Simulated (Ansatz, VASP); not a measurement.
## One calculation of AlGa2As3, two programs

```
Al Ga As
1.0
     4.08415   -0.00004    0.00019
     0.00006   -8.17073    0.00249
    -2.04231    2.04358   -8.51117
Al Ga As
2 4 6
Direct
  0.99978 0.00008 0.00006
  0.99986 0.49990 0.99991
  0.33350 0.66674 0.66695
  0.33344 0.16659 0.66675
  0.66716 0.83333 0.33305
  0.66616 0.33346 0.33318
  0.25063 0.87487 0.49997
  0.24965 0.37501 0.50006
  0.58255 0.54132 0.16524
  0.58247 0.04146 0.16538
  0.91742 0.70870 0.83482
  0.91737 0.20855 0.83463
```

Change from the starting cell: cell x2, atoms moved at random (sigma 0.15 Å) and cell strained at random (1.5 %), then relaxed without symmetry.

Alike in both runs: functional PBE; k mesh 4 × 2 × 4; occupations gaussian, width 0.1 eV; no spin polarisation.

Ansatz relaxed the structure, and its values are those at the end. VASP's run is a single point on that final structure, the one shown.

```csv
,VASP,Ansatz
version,VASP 6.6.1,Ansatz 0.2.0
potentials or method,"VASP PAW PBE potentials, release 64 (Al, Ga_d, As), cutoff 520 eV","scalar-relativistic, plane waves, PAW"
valence electrons in the cell,88,148
```

VASP gave:

* gap on the k mesh at the Fermi level (eV): 0.59
* least direct gap on the mesh (eV): 0.59
* pressure (GPa): 0.2

Problem. Which values does Ansatz return?

Solution. gap on the k mesh at the Fermi level (eV): 0.59; least direct gap on the mesh (eV): 0.59; pressure (GPa): 0.0.

VASP's potentials hold 88 valence electrons a cell and Ansatz's 148, so a difference there can come from the potentials and not from the codes.
